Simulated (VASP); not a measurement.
Input of a VASP 6.6.1 run:

The input INCAR:

```
ALGO = Normal
EDIFF = 1E-6
ENCUT = 500
GGA_COMPAT = False
ISIF = 2
ISMEAR = 1
LASPH = True
LCHARG = False
LREAL = False
LWAVE = False
NBANDS = 17
NELM = 120
PREC = Accurate
SIGMA = 0.1
```

File KPOINTS:

```
k-points
0
Gamma
  5 5 3
```

POSCAR

```
Ca
1.0
    2.9146897755      0.0000000000      0.0000000000
   -1.4573448878      2.5241953898      0.0000000000
    0.0000000000      0.0000000000      4.6811210247
Ca
2
Direct
    0.3333333333      0.6666666667      0.2500000000
    0.6666666667      0.3333333333      0.7500000000
```

Potentials or basis: VASP PAW LDA potentials, release 64 (Ca_sv).

Command:

```sh
$ cat potpaw_LDA.64/Ca_sv/POTCAR > POTCAR
$ mpirun -np 1 vasp_std > vasp.out
```

Q: Predict the band gap on the k mesh.

A: Zero (bands 10 and 11 overlap by 0.51 eV).

Q: What does it give for the pressure?

A: 45.4 GPa.

Caveat: the k points lie up to 0.50 Å⁻¹ apart, too coarse for converged energies and pressures of a metal.
